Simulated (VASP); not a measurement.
# Al8SiN7 (a cell with a defect) in VASP: further runs, part 2 of 2

VASP 6.6.1.

## 4. Single point, PBEsol, collinear spin

Contents of INCAR:

```
SYSTEM = Al8SiN7
PREC     = Accurate       ! precision mode
ENCUT    = 520            ! plane-wave cutoff, eV
EDIFF    = 1E-6           ! SCF threshold, eV
ISMEAR   = 1              ! smearing method
SIGMA    = 0.05           ! smearing width, eV
LREAL    = Auto         
LASPH    = .True.         ! aspherical terms in the spheres
NELM     = 150            ! most SCF steps
ALGO     = Normal         ! electronic algorithm
ISIF     = 2              ! what is computed and relaxed
LWAVE    = .False.        ! write WAVECAR
LCHARG   = .True.         ! write CHGCAR
ISPIN    = 2              ! spin polarisation
MAGMOM   = 0 0.2 0 0.2 0 0.2 0 0.2 0 0 0 0 0 0 0 0.2 ! initial moments
LORBIT   = 11             ! projections on sites
GGA      = PS             ! functional
LELF     = .True.         ! ELF
LVHAR    = .True.       
NBANDS   = 50             ! bands
```

Contents of KPOINTS:

```
Automatic mesh
0
Gamma
  2 2 2
  0.5 0.5 0.5
```

Contents of POSCAR:

```
Al8SiN7
1.0
    0.0000000000      4.3777220000      4.3777220000
    4.3777220000      0.0000000000      4.3777220000
    4.3777220000      4.3777220000      0.0000000000
Al N Si
8 7 1
Direct
    0.0439720000      0.0003730000      0.9967620000
    0.5063590000      0.4912140000      0.4788930000
    0.0188170000      0.0346130000      0.5012210000
    0.5468420000      0.4830090000      0.0074040000
    0.0001450000      0.5121020000      0.0136470000
    0.4890600000      0.0163910000      0.4963620000
    0.4606280000      0.0376300000      0.0068440000
    0.9953690000      0.4750560000      0.5126690000
    0.1475000000      0.1290070000      0.1075980000
    0.1621870000      0.1122170000      0.6235310000
    0.6372610000      0.6413970000      0.1120350000
    0.1059870000      0.6184010000      0.1485030000
    0.6055760000      0.1202740000      0.6369280000
    0.6156600000      0.1142200000      0.1437610000
    0.1404110000      0.5967950000      0.6386480000
    0.6224390000      0.6099070000      0.6138540000
```

Potentials or basis: VASP PAW PBE potentials, release 64 (Al, N, Si).

Launch:

```console
$ cat potpaw_PBE.64/Al/POTCAR potpaw_PBE.64/N/POTCAR potpaw_PBE.64/Si/POTCAR > POTCAR
$ mpirun -np 1 vasp_std > vasp.out
```

OUTCAR:

```text
SYSTEM = Al8SiN7
   PREC = Accurate
   ENCUT = 520
   EDIFF = 1E-6
   ISMEAR = 1
   LREAL = Auto
   LASPH = .True.
   NELM = 150
   ISIF = 2
   ISPIN = 2
   LORBIT = 11
   GGA = PS

 ion  position               nearest neighbor table
   1  0.044  0.000  0.997-   9 1.74  10 1.89  12 1.96  14 2.17   7 2.74   6 2.94   8 2.99   4 3.03
                             3 3.05   5 3.09   5 3.11   3 3.16   4 3.16   8 3.24   6 3.27
   2  0.506  0.491  0.479-  15 1.86  11 1.87  16 1.87  13 1.88   4 2.83   6 2.94   5 2.98   3 3.03
                             7 3.06   8 3.09   8 3.11   7 3.17   3 3.22   5 3.23   6 3.25
   3  0.019  0.035  0.501-  10 1.75   9 2.00  13 2.11  15 2.22   8 2.69   6 2.84   7 2.91   5 2.99
                             2 3.03   1 3.05   1 3.16   5 3.21   2 3.22   7 3.30   6 3.35
   4  0.547  0.483  0.007-  11 1.80  14 1.89  16 2.02  12 2.23   2 2.83   5 2.92   8 2.93   6 2.97
                             1 3.03   7 3.06   1 3.16   7 3.20   6 3.25   5 3.28   8 3.28
   5  0.000  0.512  0.014-  12 1.76  11 1.84  15 1.91   9 1.95   7 2.90   4 2.92   8 2.97   2 2.98
                             3 2.99   1 3.09   1 3.11   3 3.21   2 3.23   8 3.24   4 3.28   7 3.30
   6  0.489  0.016  0.496-  10 1.66  14 1.79  13 1.83  16 2.06   3 2.84   1 2.94   2 2.94   8 2.95
                             4 2.97   7 3.06   7 3.14   8 3.25   4 3.25   2 3.25   1 3.27   3 3.35
   7  0.461  0.038  0.007-   9 1.59  14 1.88  13 1.88  11 2.02   1 2.74   5 2.90   3 2.91   2 3.06
                             6 3.06   4 3.06   6 3.14   2 3.17   4 3.20   5 3.30   3 3.30
   8  0.995  0.475  0.513-  12 1.84  10 1.85  16 1.89  15 1.99   3 2.69   4 2.93   6 2.95   5 2.97
                             1 2.99   2 3.09   2 3.11   5 3.24   1 3.24   6 3.25   4 3.28
   9  0.148  0.129  0.108-   7 1.59   1 1.74   5 1.95   3 2.00
  10  0.162  0.112  0.624-   6 1.66   3 1.75   8 1.85   1 1.89
  11  0.637  0.641  0.112-   4 1.80   5 1.84   2 1.87   7 2.02
  12  0.106  0.618  0.149-   5 1.76   8 1.84   1 1.96   4 2.23
  13  0.606  0.120  0.637-   6 1.83   7 1.88   2 1.88   3 2.11
  14  0.616  0.114  0.144-   6 1.79   7 1.88   4 1.89   1 2.17
  15  0.140  0.597  0.639-   2 1.86   5 1.91   8 1.99   3 2.22
  16  0.622  0.610  0.614-   2 1.87   8 1.89   4 2.02   6 2.06

  LATTYP: Found a face centered cubic cell.
 ALAT       =     8.7554440000

  Lattice vectors:

 A1 = (   0.0000000000,   4.3777220000,   4.3777220000)
 A2 = (   4.3777220000,   0.0000000000,   4.3777220000)
 A3 = (   4.3777220000,   4.3777220000,   0.0000000000)

Analysis of symmetry for initial positions (statically):
=====================================================================
 Subroutine PRICEL returns:
 Original cell was already a primitive cell.

 Routine SETGRP: Setting up the symmetry group for a
 face centered cubic supercell.

 Subroutine GETGRP returns: Found  1 space group operations
 (whereof  1 operations were pure point group operations)
 out of a pool of 48 trial point group operations.

The static configuration has the point symmetry C_1 .

Analysis of symmetry for dynamics (positions and initial velocities):
=====================================================================
 Subroutine PRICEL returns:
 Original cell was already a primitive cell.

 Routine SETGRP: Setting up the symmetry group for a
 face centered cubic supercell.

 Subroutine GETGRP returns: Found  1 space group operations
 (whereof  1 operations were pure point group operations)
 out of a pool of 48 trial point group operations.

The dynamic configuration has the point symmetry C_1 .

Analysis of structural, dynamic, and magnetic symmetry:
=====================================================================
 Subroutine PRICEL returns:
 Original cell was already a primitive cell.

 Routine SETGRP: Setting up the symmetry group for a
 face centered cubic supercell.

 Subroutine GETGRP returns: Found  1 space group operations
 (whereof  1 operations were pure point group operations)
[... 144 lines left out ...]
  Thomas-Fermi vector in A             =   2.317318
   LORBIT       =     11    0 simple, 1 ext, 2 COOP (PROOUT), +10 PAW based schemes
   GGA     = PS    functional components
   LHFCALC =     F    Hartree Fock is set to
   AEXX    =    0.0000 exact exchange contribution
   IVDW    =     0    specifies the selected vdW correction
   LEPSILON=     F    determine dielectric tensor
   LRPA    =     F    only Hartree local field effects (RPA)
 spin polarized calculation
 Methfessel and Paxton  Order N= 1 SIGMA  =   0.05
  energy-cutoff  :      520.00
  volume of cell :      167.79
 maximum number of plane-waves:      4531
 NGX is ok and might be reduce to    48
   NGX = 23   NGY = 23   NGZ = 23

 number of electron      63.0000000 magnetization       0.0071715

 Free energy of the ion-electron system (eV)
  ---------------------------------------------------
  ext. energy  EPLUGINS =         0.00000000
  ---------------------------------------------------
  free energy    TOTEN  =      -104.60794087 eV

  energy without entropy =     -104.60953980  energy(sigma->0) =     -104.60847385

 E-fermi :   7.9521     XC(G=0): -11.2316

 val. band max:        7.9252636690   @ k =   0.0000   0.2500   0.0000
 cond. band min:       7.9745176632   @ k =   0.0000   0.2500   0.5000
 fundamental gap:      0.0492539942
 Fermi energy:         7.9520782091

 spin component 1

 k-point     1 :       0.2500    0.2500    0.2500
  band No.  band energies     occupation
      1      -8.6791      1.00000
      2      -7.6824      1.00000
      3      -6.8331      1.00000
      4      -6.3761      1.00000
      5      -6.1099      1.00000
      6      -5.9115      1.00000
[... 725 lines left out ...]
     42      15.1170      0.00000
     43      15.3138      0.00000
 Fermi energy:         7.9520782091

 spin component 2

 k-point     1 :       0.2500    0.2500    0.2500
  band No.  band energies     occupation
      1      -8.6789      1.00000
      2      -7.6824      1.00000
      3      -6.8328      1.00000
      4      -6.3757      1.00000
      5      -6.1091      1.00000
      6      -5.9110      1.00000
[... 725 lines left out ...]
     42      15.1183      0.00000
     43      15.3151      0.00000
 [bands above 43 left out]

------------------------ aborting loop because EDIFF is reached ----------------------------------------

  FORCE on cell =-STRESS in cart. coord.  units (eV):
  Direction    XX          YY          ZZ          XY          YZ          ZX
  --------------------------------------------------------------------------------------
  -------------------------------------------------------------------------------------
  Total       38.6041583     42.8965339     31.8779187      2.6753467     14.9673814      0.1614116
  in kB      368.6125670    409.5984000    304.3869356     25.5456011    142.9163364      1.5412422
  external PRESSURE =     360.8659675 kB  Pullay stress =       0.0000000 kB

 VOLUME and BASIS-vectors are now :
 -----------------------------------------------------------------------------
  energy-cutoff  :      520.00
  volume of cell :      167.79
      direct lattice vectors                 reciprocal lattice vectors
     0.000000000  4.377722000  4.377722000    -0.114214653  0.114214653  0.114214653
     4.377722000  0.000000000  4.377722000     0.114214653 -0.114214653  0.114214653
     4.377722000  4.377722000  0.000000000     0.114214653  0.114214653 -0.114214653

 POSITION                                       TOTAL-FORCE (eV/Angst)
 -----------------------------------------------------------------------------------
      4.36518      4.55604      0.19413        -1.129545     -1.871254     -4.231658
      4.24686      4.31316      4.36710        -6.023010     -6.194713     -6.239237
      2.34573      2.27658      0.23390        -2.532094     -1.814037     -4.708812
      2.14689      2.42633      4.50840         3.257318      2.417287     -3.963383
      2.30158      0.06038      2.24247        -1.898007     -1.808507      0.245698
      2.24469      4.31390      2.21272         0.252586      1.068859      5.261429
[... 8 lines left out ...]
      5.40843      3.41050      3.22728         1.402571     -1.671358      0.695020
      5.35729      5.41215      5.39487         5.858381     -0.668123      0.057986
 -----------------------------------------------------------------------------------
    total drift:                               -0.003010     -0.004378     -0.002009

  FREE ENERGIE OF THE ION-ELECTRON SYSTEM (eV)
  ---------------------------------------------------
  free  energy   TOTEN  =      -104.6079408732 eV

  energy  without entropy=     -104.6095397980  energy(sigma->0) =     -104.60847385

 total charge

# of ion       s       p       d       tot
------------------------------------------
    1        0.369   0.431   0.000   0.800
    2        0.442   0.562   0.000   1.003
    3        0.366   0.397   0.000   0.763
    4        0.426   0.493   0.000   0.919
    5        0.381   0.475   0.000   0.855
    6        0.437   0.597   0.000   1.034
[... 8 lines left out ...]
   15        1.231   2.510   0.000   3.741
   16        0.922   1.460   0.000   2.382
--------------------------------------------------
tot         12.838  23.855   0.000  36.692

 magnetization (x)

# of ion       s       p       d       tot
------------------------------------------
    1       -0.000  -0.000   0.000  -0.000
    2        0.000   0.000   0.000   0.000
    3       -0.000  -0.000   0.000  -0.000
    4        0.000   0.000   0.000   0.000
    5       -0.000  -0.000   0.000  -0.000
    6        0.000   0.000   0.000   0.000
[... 8 lines left out ...]
   15        0.000   0.001   0.000   0.001
   16        0.000   0.002   0.000   0.002
--------------------------------------------------
tot          0.000   0.004   0.000   0.004
```

Wall time 19 min (1 thread of Intel Xeon 8259CL, shared host); peak memory 0.49 GiB.

What came out:

```
Free energy                                           : -104.6079 eV
Pressure                                              : 36.1 GPa
Largest force                                         : 10.760 eV/Å
Net moment                                            : 0.01 μB per cell
Valence electrons inside the program's atomic spheres : Al 0.80, 1.00, 0.76, 0.92, 0.85, 1.03, 0.93, 0.98; N 3.99, 4.00, 3.86, 3.81, 3.82, 3.74 (each value once); Si 2.38
```

Forces in eV/Å, atoms in the order of the input:
```
Al  -1.130 -1.871 -4.232
Al  -6.023 -6.195 -6.239
Al  -2.532 -1.814 -4.709
Al   3.257  2.417 -3.963
Al  -1.898 -1.809  0.246
Al   0.253  1.069  5.261
Al  -5.961  6.169  5.580
Al  -3.685  7.030  7.266
N    7.006 -2.645 -4.394
N    3.903 -1.956 -2.945
N    0.679 -0.332 -0.636
N    0.482  1.283  3.128
N   -0.669  1.327  2.221
N   -0.942 -0.334  2.665
N    1.403 -1.671  0.695
Si   5.858 -0.668  0.058
```

Caveat: the k points lie up to 0.62 Å⁻¹ apart; the PAW data sets were made with another functional, which shifts forces and pressure a little.

## 5. The runs side by side

```csv
level,k mesh,smearing,gap on the mesh (eV),pressure (GPa),moment (μB),largest force (eV/Å)
PBEsol+D3(BJ),1 × 1 × 1,fermi-dirac 0.05 eV,-,37.0,1.00,11.04
PBEsol,"2 × 2 × 2, shifted",fermi-dirac 0.05 eV,none,36.1,0.00,10.81
PBEsol,"2 × 2 × 2, shifted",methfessel-paxton 0.05 eV,none,36.1,0.01,10.76
```

Alike in all rows: task single point; potentials or basis VASP PAW PBE potentials, release 64 (Al, N, Si); spin collinear; cell as given; cutoff (eV) 520.

Caveats: all runs use coarse meshes; the PAW data sets were made with another functional, which shifts forces and pressure a little.

Absolute energies hang on the potentials; compare differences alone.
